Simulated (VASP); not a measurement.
# Fe (Im-3m) in VASP: further runs

The runs below take Fe through single point, with r2SCAN.

All numbers are computed with VASP 6.6.1; they aren't measurements. Logs are shortened: lines on timing, memory, paths and dates and some standing lists are left out, and cuts for length are marked.

**1. The cell of the first run**

It takes space group Im-3m (No. 229, cubic). Conventional cell: a = 2.910 Å, b = 2.910 Å, c = 2.910 Å, α = 90.00°, β = 90.00°, γ = 90.00°. Within 3.3 Å of Fe (site symmetry m-3m) lie 14 Fe at 2.52 to 2.91 Å.

**2. Single point, r2SCAN**

POSCAR reads:

```
Fe
1.0
   -2.9100000000      2.9100000000      2.9100000000
    1.4550000000     -1.4550000000      1.4550000000
    1.4550000000      1.4550000000     -1.4550000000
Fe
2
Direct
    0.0000000000      0.0000000000      0.0000000000
    0.5000000000      0.0000000000      0.0000000000
```

INCAR.step1 reads:

```
PREC = Accurate
ENCUT = 520
ISMEAR = -1
SIGMA = 0.1
LREAL = F
LASPH = T
NELM = 100
NBANDS = 15
GGA = PE
ALGO = Normal
EDIFF = 1E-4
LWAVE = T
LCHARG = F
```

INCAR.step2 reads:

```
PREC = Accurate
ENCUT = 520
EDIFF = 1E-6
ISMEAR = -1
SIGMA = 0.1
LREAL = F
LASPH = T
NELM = 100
ALGO = Normal
ISIF = 2
LWAVE = F
LCHARG = T
METAGGA = R2SCAN
LMIXTAU = T
LELF = T
LVHAR = T
NBANDS = 15
ISTART = 1
```

KPOINTS reads:

```
regular mesh
0
Gamma
  7 14 14
```

Potentials or basis: VASP PAW PBE potentials, release 64 (Fe).

On the command line:

```
cat potpaw_PBE.64/Fe/POTCAR > POTCAR
cp INCAR.step1 INCAR
mpirun -np 1 vasp_std > vasp.out
cp INCAR.step2 INCAR
mpirun -np 1 vasp_std > vasp.out
```

OUTCAR:

```text
PREC = Accurate
   ENCUT = 520
   EDIFF = 1E-6
   ISMEAR = -1
   LREAL = F
   LASPH = T
   NELM = 100
   ISIF = 2
   METAGGA = R2SCAN
   ISTART = 1

 ion  position               nearest neighbor table
   1  0.000  0.000  0.000-   2 2.52   2 2.52   2 2.52   2 2.52   2 2.91   2 2.91   2 2.91   2 2.91

   2  0.500  0.000  0.000-   1 2.52   1 2.52   1 2.52   1 2.52   1 2.91   1 2.91   1 2.91   1 2.91

  LATTYP: Found a base centered orthorhombic cell.
 ALAT       =     2.9100000000
 B/A-ratio  =     1.4142135624
 C/A-ratio  =     1.4142135624

  Lattice vectors:

 A1 = (   1.4550000000,  -1.4550000000,   1.4550000000)
 A2 = (   1.4550000000,   1.4550000000,  -1.4550000000)
 A3 = (   0.0000000000,   2.9100000000,   2.9100000000)

Analysis of symmetry for initial positions (statically):
=====================================================================
 Subroutine PRICEL returns following result:

  LATTYP: Found a body centered cubic cell.
 ALAT       =     2.9100000000

  Lattice vectors:

 A1 = (  -1.4550000000,   1.4550000000,   1.4550000000)
 A2 = (   1.4550000000,  -1.4550000000,   1.4550000000)
 A3 = (   1.4550000000,   1.4550000000,  -1.4550000000)

   2 primitive cells build up your supercell.

 Routine SETGRP: Setting up the symmetry group for a
 base centered orthorhombic supercell.

 Subroutine GETGRP returns: Found  8 space group operations
 (whereof  8 operations were pure point group operations)
 out of a pool of  8 trial point group operations.

The static configuration has the point symmetry D_2h.

Analysis of symmetry for dynamics (positions and initial velocities):
=====================================================================
 Subroutine PRICEL returns following result:

  LATTYP: Found a body centered cubic cell.
 ALAT       =     2.9100000000

  Lattice vectors:

 A1 = (  -1.4550000000,   1.4550000000,   1.4550000000)
 A2 = (   1.4550000000,  -1.4550000000,   1.4550000000)
 A3 = (   1.4550000000,   1.4550000000,  -1.4550000000)

   2 primitive cells build up your supercell.

 Routine SETGRP: Setting up the symmetry group for a
 base centered orthorhombic supercell.

 Subroutine GETGRP returns: Found  8 space group operations
 (whereof  8 operations were pure point group operations)
 out of a pool of  8 trial point group operations.

The dynamic configuration has the point symmetry D_2h.

 Subroutine INISYM returns: Found  8 space group operations
 (whereof  8 operations are pure point group operations),
 and found     2 'primitive' translations

----------------------------------------------------------------------------------------

                                     Primitive cell

  volume of cell :      12.3211

  direct lattice vectors                    reciprocal lattice vectors
    -1.455000000  1.455000000  1.455000000     0.000000000  0.343642612  0.343642612
     1.455000000 -1.455000000  1.455000000     0.343642612  0.000000000  0.343642612
     1.455000000  1.455000000 -1.455000000     0.343642612  0.343642612  0.000000000

  length of vectors
     2.520133925  2.520133925  2.520133925     0.485984042  0.485984042  0.485984042

  position of ions in fractional coordinates (direct lattice)
     0.000000000  0.000000000  0.000000000

  ion indices of the primitive-cell ions
   primitive index   ion index
                 1           1

----------------------------------------------------------------------------------------

 KPOINTS: regular mesh

Automatic generation of k-mesh.
 Grid dimensions read from file:
 generate k-points for:    7   14   14

 Generating k-lattice:

  Cartesian coordinates                     Fractional coordinates (reciprocal lattice)
     0.000000000  0.024545901  0.024545901     0.142857143  0.000000000  0.000000000
     0.024545901  0.000000000  0.024545901     0.000000000  0.071428571  0.000000000
     0.024545901  0.024545901  0.000000000     0.000000000  0.000000000  0.071428571

  Length of vectors
     0.034713146  0.034713146  0.034713146

  Shift w.r.t. Gamma in fractional coordinates (k-lattice)
     0.000000000  0.000000000  0.000000000

 Subroutine IBZKPT returns following result:
 ===========================================

 Found    228 irreducible k-points:

 Following reciprocal coordinates:
            Coordinates               Weight
  0.000000  0.000000  0.000000      1.000000
  0.142857  0.000000  0.000000      2.000000
  0.285714  0.000000  0.000000      2.000000
  0.428571  0.000000  0.000000      2.000000
  0.000000  0.071429  0.000000      8.000000
  0.142857  0.071429  0.000000      8.000000
[... 16 lines left out ...]
  0.428571  0.357143  0.000000      8.000000
 -0.428571  0.357143  0.000000      8.000000
 [... further k-points ...]
   k-points           NKPTS =    228   k-points in BZ     NKDIM =    228   number of bands    NBANDS=     15
   number of dos      NEDOS =    301   number of ions     NIONS =      2
   total plane-waves  NPLWV =  16000
   dimension x,y,z NGX =    40 NGY =   20 NGZ =   20
   dimension x,y,z NGXF=    80 NGYF=   40 NGZF=   40
   ions per type =               2
   NGX,Y,Z   is equivalent  to a cutoff of  13.19, 13.19, 13.19 a.u.
   NGXF,Y,Z  is equivalent  to a cutoff of  26.39, 26.39, 26.39 a.u.
 SYSTEM =  unknown system
   PREC   = accura    normal or accurate (medium, high low for compatibility)
   ISTART =      1    job   : 0-new  1-cont  2-samecut
   ICHARG =      0    charge: 1-file 2-atom 10-const
   ISPIN  =      1    spin polarized calculation?
   LNONCOLLINEAR =      F non collinear calculations
   LSORBIT =      F    spin-orbit coupling
   LASPH  =      T    aspherical Exc in radial PAW
   ENCUT  =  520.0 eV  38.22 Ry    6.18 a.u.   9.37  4.69  4.69*2*pi/ulx,y,z
   NELM   =    100;   NELMIN=  2; NELMDL=  0     # of ELM steps
   EDIFF  = 0.1E-05   stopping-criterion for ELM
   LREAL  =      F    real-space projection
   EDIFFG = 0.1E-04   stopping-criterion for IOM
   NSW    =      0    number of steps for IOM
   IBRION =     -1    ionic relax: 0-MD 1-quasi-New 2-CG
   NFREE  =      0    steps in history (QN), initial steepest desc. (CG)
   ISIF   =      2    stress and relaxation
   ISYM   =      2    0-nonsym 1-usesym 2-fastsym
   POTIM  = 0.5000    time-step for ionic-motion
   TEBEG  =    0.0;   TEEND  =   0.0 temperature during run
   PSTRESS=    0.0 pullay stress
   NELECT =      16.0000    total number of electrons
   NUPDOWN=      -1.0000    fix difference up-down
   EMIN   =  10.00;   EMAX   =-10.00  energy-range for DOS
   EFERMI =   0.00;   METHOD = LEGACY
   ISMEAR =    -1;   SIGMA  =   0.10  broadening in eV -4-tet -1-fermi 0-gaus
   EFERMI_NEDOS =   21; number of points for ismear=-14 and -15
   IALGO  =     38    algorithm
   IMIX   =      4    mixing-type and parameters
     AMIX     =   0.40;   BMIX     =  1.00
     AMIX_MAG =   1.60;   BMIX_MAG =  1.00
  volume/ion in A,a.u.               =      12.32        83.15
  Fermi-wavevector in a.u.,A,eV,Ry     =   1.417605  2.678885 27.342313  2.009603
  Thomas-Fermi vector in A             =   2.538817
   LORBIT       =      0    0 simple, 1 ext, 2 COOP (PROOUT), +10 PAW based schemes
   METAGGA = R2SCAN    functional components
   LHFCALC =     F    Hartree Fock is set to
   AEXX    =    0.0000 exact exchange contribution
   IVDW    =     0    specifies the selected vdW correction
   LEPSILON=     F    determine dielectric tensor
   LRPA    =     F    only Hartree local field effects (RPA)
 non-spin polarized calculation
  energy-cutoff  :      520.00
  volume of cell :       24.64
 maximum number of plane-waves:       698
 NGX is ok and might be reduce to    40
   NGX = 19   NGY =  9   NGZ =  9

 number of electron      15.9999989 magnetization

 Free energy of the ion-electron system (eV)
  ---------------------------------------------------
  ext. energy  EPLUGINS =         0.00000000
  ---------------------------------------------------
  free energy    TOTEN  =       -26.12744310 eV

  energy without entropy =      -25.88581992  energy(sigma->0) =      -26.00663151

 E-fermi :   4.9543     XC(G=0): -13.7849

 val. band max:        4.9533485363   @ k =   0.1429  -0.3571   0.1429
 cond. band min:       4.9565012645   @ k =   0.1429   0.4286   0.3571
 fundamental gap:      0.0031527281
 Fermi energy:         4.9543204845

 k-point     1 :       0.0000    0.0000    0.0000
  band No.  band energies     occupation
      1      -3.4781      2.00000
      2       0.7397      2.00000
      3       2.3379      2.00000
      4       3.4021      2.00000
      5       3.4021      2.00000
      6       3.4021      2.00000
      7       4.9099      1.21832
      8       4.9864      0.84104
      9       4.9864      0.84103
     10       5.1771      0.19457
     11       5.3378      0.04228
     12       5.9445      0.00010
     13      12.3302      0.00000
     14      23.4263      0.00000
     15      25.1480      0.00000

 k-point     2 :       0.1429    0.0000    0.0000
  band No.  band energies     occupation
      1      -3.2706      2.00000
      2       0.6648      2.00000
      3       2.3873      2.00000
      4       3.3458      2.00000
      5       3.3953      2.00000
      6       3.5094      2.00000
      7       4.6408      1.91662
      8       4.9292      1.12471
      9       4.9408      1.06730
     10       4.9908      0.81937
     11       5.1623      0.22211
     12       5.7937      0.00045
     13      13.4180      0.00000
     14      23.6771      0.00000
     15      25.4997      0.00000
[... 365 lines left out ...]
      3       2.4056      2.00000
      4       2.6324      2.00000
      5       3.1426      2.00000
      6       3.2325      2.00000
      7       4.7516      1.76718
      8       4.8880      1.31975
      9       5.1337      0.28529
     10       5.2765      0.07670
     11       5.3274      0.04684
     12       8.8839      0.00000
     13      12.9594      0.00000
     14      17.1411      0.00000
     15      17.4811      0.00000

 k-point    24 :      -0.4286    0.3571    0.0000
  band No.  band energies     occupation
      1      -0.1347      2.00000
      2       1.9041      2.00000
      3       2.4361      2.00000
      4       2.7413      2.00000
      5       2.7473      2.00000
      6       2.9123      2.00000
      7       4.6466      1.91186
      8       4.9990      0.78045
      9       5.1245      0.30834
     10       5.1702      0.20696
     11       5.4150      0.01977
     12      10.6809      0.00000
     13      12.4650      0.00000
     14      14.8756      0.00000
     15      19.3176      0.00000

 [... further k-points ...]
[... 5 lines left out ...]
  --------------------------------------------------------------------------------------
  -------------------------------------------------------------------------------------
  Total       -5.4892224     -5.4892510     -5.4892510      0.0000000      0.0000076      0.0000000
  in kB     -356.8966271   -356.8984855   -356.8984855      0.0000000      0.0004926      0.0000000
  external PRESSURE =    -356.8978660 kB  Pullay stress =       0.0000000 kB

 VOLUME and BASIS-vectors are now :
 -----------------------------------------------------------------------------
  energy-cutoff  :      520.00
  volume of cell :       24.64
      direct lattice vectors                 reciprocal lattice vectors
    -2.910000000  2.910000000  2.910000000     0.000000000  0.171821306  0.171821306
     1.455000000 -1.455000000  1.455000000     0.343642612  0.000000000  0.343642612
     1.455000000  1.455000000 -1.455000000     0.343642612  0.343642612  0.000000000

 POSITION                                       TOTAL-FORCE (eV/Angst)
 -----------------------------------------------------------------------------------
      0.00000      0.00000      0.00000        -0.000000      0.000000     -0.000000
     -1.45500      1.45500      1.45500         0.000000     -0.000000      0.000000
 -----------------------------------------------------------------------------------
    total drift:                               -0.000000     -0.000000      0.000000

  FREE ENERGIE OF THE ION-ELECTRON SYSTEM (eV)
  ---------------------------------------------------
  free  energy   TOTEN  =       -26.1274431000 eV

  energy  without entropy=      -25.8858199172  energy(sigma->0) =      -26.00663151
```

Wall time 1.8 min (1 thread of Intel Xeon 6975P-C (Granite Rapids), shared host); peak memory 0.2 GiB.

Results:

- Free energy: -26.1274 eV
- Pressure: -35.7 GPa
- Band gap on the k mesh: zero (bands 8 and 9 overlap by 1.49 eV)

Levels at points of the mesh, in eV from the Fermi level:
| k point | band 4 | band 5 | band 6 | band 7 | band 8 | band 9 | band 10 | band 11 | band 12 | band 13 |
| --- | --- | --- | --- | --- | --- | --- | --- | --- | --- | --- |
| (0.00, 0.00, 0.00) | -1.55 | -1.55 | -1.55 | -0.04 | 0.03 | 0.03 | 0.22 | 0.38 | 0.99 | 7.38 |
| (0.00, 0.50, 0.00) | -2.62 | -0.04 | -0.04 | 0.22 | 0.22 | 0.38 | 0.38 | 0.99 | 0.99 | 7.38 |
| (0.00, 0.50, 0.50) | -2.62 | -0.04 | 0.22 | 0.38 | 0.74 | 0.74 | 0.74 | 0.99 | 7.38 | 9.86 |

Caveat: the cell stands under tension; the PAW data sets were made with another functional, which shifts forces and pressure a little; the run has no spin polarisation, though such a crystal can be magnetic. Spin polarisation is off, so any magnetic state and its effect on volume and gap are missing.

**3. Single point, r2SCAN, collinear spin, ferromagnetic start**

POSCAR is that of step 2.

INCAR.step1 reads:

```
PREC = Accurate
ENCUT = 520
ISMEAR = -1
SIGMA = 0.1
LREAL = False
LASPH = True
NELM = 150
ISPIN = 2
MAGMOM = 4 4
LMAXMIX = 4
NBANDS = 19
GGA = PE
ALGO = Normal
EDIFF = 1E-4
LWAVE = True
LCHARG = False
```

INCAR.step2 reads:

```
PREC = Accurate
ENCUT = 520
EDIFF = 1E-6
ISMEAR = -1
SIGMA = 0.1
LREAL = False
LASPH = True
NELM = 150
ALGO = Normal
ISIF = 2
LWAVE = False
LCHARG = False
ISPIN = 2
MAGMOM = 4 4
LORBIT = 11
LMAXMIX = 4
METAGGA = R2SCAN
LMIXTAU = True
NBANDS = 19
ISTART = 1
```

KPOINTS is that of step 2.

Potentials or basis: VASP PAW PBE potentials, release 64 (Fe).

On the command line:

```
cat potpaw_PBE.64/Fe/POTCAR > POTCAR
cp INCAR.step1 INCAR
mpirun -np 1 vasp_std > vasp.out
cp INCAR.step2 INCAR
mpirun -np 1 vasp_std > vasp.out
```

Run time: 4.7 min. Hardware: 1 thread of Intel Xeon 6975P-C (Granite Rapids), shared host; peak memory 0.27 GiB.

The run converged. Its results:

- Free energy: -28.7130 eV
- Pressure: -6.7 GPa
- Net moment: 5.44 μB per cell
- Site moments: Fe +2.80 μB
- Valence electrons inside the program's atomic spheres: Fe 7.11

Levels at points of the mesh, in eV from the Fermi level:
Spin up:
| k point | band 9 | band 10 | band 11 | band 12 | band 13 | band 14 |
| --- | --- | --- | --- | --- | --- | --- |
| (0.00, 0.00, 0.00) | -1.99 | -1.88 | -0.79 | 0.47 | 6.35 | 18.27 |
| (0.00, 0.50, 0.00) | -0.79 | -0.79 | 0.47 | 0.47 | 6.35 | 6.35 |
| (0.00, 0.50, 0.50) | -1.03 | -0.79 | 0.47 | 6.35 | 9.51 | 9.51 |
Spin down:
```
           k point  band 1  band 2  band 3  band 4  band 5  band 6  band 7  band 8  band 9  band 10
(0.00, 0.00, 0.00)   -8.95   -3.34   -0.95   -0.10    0.38    0.38    0.38    2.31    2.48     2.48
(0.00, 0.50, 0.00)   -3.34   -3.34   -0.95   -0.95   -0.10   -0.10    2.31    2.31    2.74     2.74
(0.00, 0.50, 0.50)   -3.34   -2.47   -2.47   -0.95   -0.10    2.31    2.74    2.96    2.96     2.96
```

Caveat: the cell stands under tension; the PAW data sets were made with another functional, which shifts forces and pressure a little.

**4. Single point, r2SCAN, collinear spin, antiferromagnetic start**

POSCAR is that of step 3.

INCAR.step1 reads:

```
SYSTEM = Fe
PREC     = Accurate       ! precision mode
ENCUT    = 520            ! plane-wave cutoff, eV
ISMEAR   = -1             ! smearing method
SIGMA    = 0.1            ! smearing width, eV
LREAL    = .FALSE.        ! projectors in reciprocal space
LASPH    = .TRUE.         ! aspherical terms in the spheres
NELM     = 150            ! most SCF steps
ISPIN    = 2              ! spin polarisation
MAGMOM   = 4 -4           ! initial moments
LMAXMIX  = 4              ! l up to which the mixer works
NBANDS   = 19             ! bands
GGA      = PE             ! functional
ALGO     = Normal         ! electronic algorithm
EDIFF    = 1E-4           ! SCF threshold, eV
LWAVE    = .TRUE.         ! write WAVECAR
LCHARG   = .FALSE.        ! write CHGCAR
```

INCAR.step2 reads:

```
SYSTEM = Fe
PREC     = Accurate       ! precision mode
ENCUT    = 520            ! plane-wave cutoff, eV
EDIFF    = 1E-6           ! SCF threshold, eV
ISMEAR   = -1             ! smearing method
SIGMA    = 0.1            ! smearing width, eV
LREAL    = .FALSE.        ! projectors in reciprocal space
LASPH    = .TRUE.         ! aspherical terms in the spheres
NELM     = 150            ! most SCF steps
ALGO     = Normal         ! electronic algorithm
ISIF     = 2              ! what is computed and relaxed
LWAVE    = .FALSE.        ! write WAVECAR
LCHARG   = .TRUE.         ! write CHGCAR
ISPIN    = 2              ! spin polarisation
MAGMOM   = 4 -4           ! initial moments
LORBIT   = 11             ! projections on sites
LMAXMIX  = 4              ! l up to which the mixer works
METAGGA  = R2SCAN         ! meta-GGA
LMIXTAU  = .TRUE.       
LELF     = .TRUE.         ! ELF
LVHAR    = .TRUE.       
NBANDS   = 19             ! bands
ISTART   = 1
```

KPOINTS reads:

```
regular mesh
0
G
  7 14 14
  0 0 0
```

On the command line:

```
cat potpaw_PBE.64/Fe/POTCAR > POTCAR
cp INCAR.step1 INCAR
mpirun -np 1 vasp_std > vasp.out
cp INCAR.step2 INCAR
mpirun -np 1 vasp_std > vasp.out
```

Wall time 5.4 min (1 thread of Intel Xeon 6975P-C (Granite Rapids), shared host); peak memory 0.28 GiB.

Results (log left out):

```
Free energy                                           : -27.9878 eV
Pressure                                              : -7.6 GPa
Band gap on the k mesh                                : zero (filled and empty bands overlap)
Net moment                                            : 0.00 μB per cell
Site moments                                          : Fe +2.71, -2.71 μB
Valence electrons inside the program's atomic spheres : Fe 7.11
```

Stress tensor (GPa, compression positive):
```
-7.00  0.00  0.00
 0.00 -7.87  8.64
 0.00  8.64 -7.87
```

Levels at points of the mesh, in eV from the Fermi level:
Spin up:
```tsv
k point	band 4	band 5	band 6	band 7	band 8	band 9	band 10	band 11	band 12	band 13
(0.00, 0.00, 0.00)	-2.80	-2.54	-2.40	-1.29	-1.02	-0.18	1.52	1.88	2.17	7.13
(0.00, 0.50, 0.00)	-2.96	-2.05	-1.47	-0.29	-0.01	0.06	1.45	1.80	2.30	6.97
(0.00, 0.50, 0.50)	-3.68	-0.85	-0.42	-0.12	0.64	1.05	1.05	2.17	7.17	9.21
```
Spin down:
```
           k point  band 5  band 6  band 7  band 8  band 9  band 10  band 11  band 12
(0.00, 0.00, 0.00)   -2.54   -2.40   -1.29   -1.02   -0.18     1.52     1.88     2.17
(0.00, 0.50, 0.00)   -2.05   -1.47   -0.29   -0.01    0.06     1.45     1.80     2.30
(0.00, 0.50, 0.50)   -0.85   -0.42   -0.12    0.64    1.05     1.05     2.17     7.17
```

Caveat: the cell stands under tension; the antiferromagnetic order is the one typed at the start, and another may lie lower; the PAW data sets were made with another functional, which shifts forces and pressure a little.

(Part 1 of 2 ends here.)

The gap in the log of VASP goes by the Fermi energy; the results here count the filled bands.